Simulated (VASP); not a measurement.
## Li16HF15: single point with HSE06

Crystal: Li16HF15.

```xyz
64
Lattice="8.0164 0.0000 0.0000 0.0000 8.0164 0.0000 0.0000 0.0000 8.0164" Properties=species:S:1:pos:R:3 pbc="T T T"
F     2.0051    0.0036    0.0005
F     2.0051    0.0039    4.0081
F     2.0050    4.0111    0.0005
F     2.0050    4.0109    4.0081
F     6.0144    0.0008    8.0151
F     6.0127    0.0037    4.0081
F     6.0145    4.0140    8.0151
F     6.0127    4.0110    4.0080
F     0.0017    2.0074    8.0156
F     0.0008    2.0075    4.0080
F     0.0014    6.0157    8.0164
F     0.0004    6.0155    4.0076
F     4.0083    2.0074    4.0088
F     4.0094    6.0157    0.0002
F     4.0093    6.0156    4.0085
F     0.0009    0.0037    2.0034
F     0.0009    0.0039    6.0123
F     0.0007    4.0111    2.0034
F     0.0008    4.0110    6.0122
F     4.0078    0.0007    2.0052
F     4.0098    0.0037    6.0124
F     4.0079    4.0140    2.0053
F     4.0098    4.0111    6.0123
F     2.0043    2.0074    2.0049
F     2.0052    2.0074    6.0124
F     2.0046    6.0156    2.0039
F     2.0056    6.0157    6.0127
F     6.0140    2.0074    6.0116
F     6.0129    6.0156    2.0036
F     6.0131    6.0156    6.0119
H     4.0145    2.0073    0.0054
H     6.0077    2.0074    1.9987
Li    8.0159    0.0033    0.0016
Li    8.0153    0.0044    4.0060
Li    8.0155    4.0116    0.0013
Li    8.0156    4.0104    4.0063
Li    4.0121    8.0148    0.0030
Li    4.0108    0.0034    4.0067
Li    4.0124    4.0166    0.0032
Li    4.0103    4.0115    4.0064
Li    1.9968    2.0073    8.0157
Li    2.0037    2.0072    4.0093
Li    2.0046    6.0158    8.0162
Li    2.0045    6.0158    4.0086
Li    6.0220    2.0074    8.0076
Li    6.0141    2.0074    4.0165
Li    6.0145    6.0156    8.0148
Li    6.0134    6.0155    4.0088
Li    2.0068    0.0033    2.0024
Li    2.0070    0.0044    6.0143
Li    2.0063    4.0114    2.0024
Li    2.0070    4.0104    6.0143
Li    6.0099    8.0146    2.0006
Li    6.0118    0.0034    6.0141
Li    6.0103    4.0164    2.0012
Li    6.0116    4.0115    6.0134
Li    0.0092    2.0075    2.0048
Li    0.0022    2.0074    6.0111
Li    0.0013    6.0154    2.0043
Li    0.0017    6.0157    6.0117
Li    4.0003    2.0072    2.0129
Li    4.0082    2.0073    6.0040
Li    4.0079    6.0156    2.0054
Li    4.0087    6.0158    6.0118
```

* Program: VASP 6.6.1
* Task: single point
* Functional: HSE06
* Potentials or basis: VASP PAW PBE potentials, release 64 (F, H, Li_sv)
* Cutoff: 520 eV
* k mesh: 1 × 1 × 1
* Occupations: fermi-dirac, width 0.05 eV
* Spin: no spin polarisation
* Dipole correction: no
* Grid for exact exchange (PRECFOCK): Fast
* Further INCAR settings: LREAL = Auto; ALGO = Normal; EDIFF = 1e-07; NBANDS = 192
* Screening parameter: 0.2079 1/Å

```yaml
Largest_force: 0.024 eV/Å
Band_gap_on_the_k_mesh: 8.66 eV
```

Forces on the atoms (eV/Å):
```
F    0.005  0.004 -0.001
F    0.001  0.003 -0.001
F    0.005 -0.005 -0.001
F    0.001 -0.004 -0.001
F   -0.003  0.005  0.004
F    0.001  0.004 -0.005
F   -0.002 -0.004  0.003
F    0.001 -0.005 -0.004
F    0.001  0.001  0.009
F   -0.005  0.000 -0.005
F   -0.001  0.001  0.002
F   -0.002  0.001 -0.001
F    0.008  0.000  0.001
F    0.001  0.000  0.002
F    0.002  0.001  0.000
F   -0.005  0.004  0.001
F   -0.001  0.003  0.001
F   -0.004 -0.006  0.001
F   -0.001 -0.005  0.001
F    0.004  0.005 -0.003
F   -0.002  0.004  0.004
F    0.003 -0.005 -0.003
F   -0.002 -0.005  0.004
F   -0.001  0.000 -0.009
F    0.005  0.000  0.005
F    0.000  0.000 -0.002
F    0.002  0.000  0.002
F   -0.008  0.000 -0.001
F   -0.001  0.000 -0.001
F   -0.002  0.001  0.000
H    0.004 -0.002  0.005
H   -0.007 -0.002 -0.007
Li  -0.001 -0.002 -0.001
Li   0.000 -0.006  0.002
Li   0.001 -0.008  0.000
Li   0.000 -0.004  0.001
Li  -0.004 -0.008 -0.002
Li  -0.002 -0.003  0.001
Li  -0.004 -0.003 -0.003
Li  -0.001 -0.008  0.002
Li  -0.021  0.006 -0.003
Li  -0.001  0.005 -0.001
Li   0.003  0.005  0.000
Li   0.000  0.005  0.000
Li   0.021  0.006  0.007
Li   0.007  0.005 -0.002
Li   0.002  0.005  0.004
Li   0.003  0.005 -0.003
Li   0.005 -0.002 -0.004
Li   0.006 -0.006  0.004
Li   0.005 -0.007 -0.004
Li   0.007 -0.004  0.005
Li  -0.005 -0.007 -0.007
Li  -0.002 -0.002  0.003
Li  -0.006 -0.002 -0.007
Li  -0.003 -0.008  0.004
Li  -0.003  0.005  0.005
Li  -0.003  0.005 -0.002
Li  -0.004  0.005  0.001
Li  -0.002  0.005 -0.002
Li   0.004  0.006  0.021
Li  -0.004  0.006 -0.023
Li   0.002  0.005  0.001
Li  -0.001  0.005  0.001
```

Levels at points of the mesh, in eV from the valence-band top:
| k point | band 150 | band 151 | band 152 | band 153 | band 154 | band 155 | band 156 | band 157 | band 158 | band 159 |
| --- | --- | --- | --- | --- | --- | --- | --- | --- | --- | --- |
| (0.00, 0.00, 0.00) | -3.12 | -3.12 | -3.10 | -0.67 | 0.00 | 8.66 | 9.28 | 9.37 | 9.73 | 9.90 |

Run time: 9.9 min on 1 thread of AMD EPYC 7R13 Processor (Zen 3), with other jobs on the host, peak memory 0.63 GiB.

Caveat: the k points lie up to 0.78 Å⁻¹ apart; the PAW data sets were made with another functional, which shifts forces and pressure a little. A k mesh can miss the band edges.
